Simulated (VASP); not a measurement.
Here is a VASP 6.6.1 calculation.

The input POSCAR:

```
PbO
1.0
    3.8713408324      0.0000000000      0.0000000000
    0.0000000000      3.8713408324      0.0000000000
    0.0000000000      0.0000000000      4.8638880365
Pb O
2 2
Direct
    0.0000000000      0.5000000000      0.2494255661
    0.5000000000      0.0000000000      0.7505744339
    0.0000000000      0.0000000000      0.0000000000
    0.5000000000      0.5000000000      0.0000000000
```

The input INCAR.step1:

```
PREC     = Accurate       # precision mode
ENCUT    = 520            # plane-wave cutoff, eV
ISMEAR   = 0              # smearing method
SIGMA    = 0.01           # smearing width, eV
LREAL    = False          # projectors in reciprocal space
LASPH    = True           # aspherical terms in the spheres
NELM     = 100            # most SCF steps
NBANDS   = 28             # bands
GGA      = PE             # functional
ALGO     = Normal         # electronic algorithm
EDIFF    = 1E-4           # SCF threshold, eV
LWAVE    = True           # write WAVECAR
LCHARG   = False          # write CHGCAR
```

File INCAR.step2:

```
PREC     = Accurate       # precision mode
ENCUT    = 520            # plane-wave cutoff, eV
EDIFF    = 1E-6           # SCF threshold, eV
ISMEAR   = 0              # smearing method
SIGMA    = 0.01           # smearing width, eV
LREAL    = False          # projectors in reciprocal space
LASPH    = True           # aspherical terms in the spheres
NELM     = 100            # most SCF steps
ALGO     = Normal         # electronic algorithm
ISIF     = 2              # what is computed and relaxed
LWAVE    = False          # write WAVECAR
LCHARG   = True           # write CHGCAR
METAGGA  = R2SCAN         # meta-GGA
LMIXTAU  = True         
LELF     = True           # ELF
LVHAR    = True         
NBANDS   = 28             # bands
ISTART   = 1
```

File KPOINTS:

```
regular mesh
0
Gamma
  6 6 6
```

Potentials or basis: VASP PAW PBE potentials, release 64 (Pb_d, O).

Command:

```console
$ cat potpaw_PBE.64/Pb_d/POTCAR potpaw_PBE.64/O/POTCAR > POTCAR
$ cp INCAR.step1 INCAR
$ mpirun -np 1 vasp_std > vasp.out
$ cp INCAR.step2 INCAR
$ mpirun -np 1 vasp_std > vasp.out
```

Predict the band gap on the k mesh.

1.01 eV, indirect (least direct gap 2.37 eV).

Predict the pressure.

6.6 GPa.

What does it give for the largest force?

0.104 eV/Å.

Stress tensor (GPa, compression positive):
```
7.73 0.00 0.00
0.00 7.73 0.00
0.00 0.00 4.26
```

Caveat: the cell differs from its parent crystal (strain -2.7%); the PAW data sets were made with another functional, which shifts forces and pressure a little; spin-orbit coupling is left out, which moves the levels of the heavy elements. A k mesh can miss the band edges.
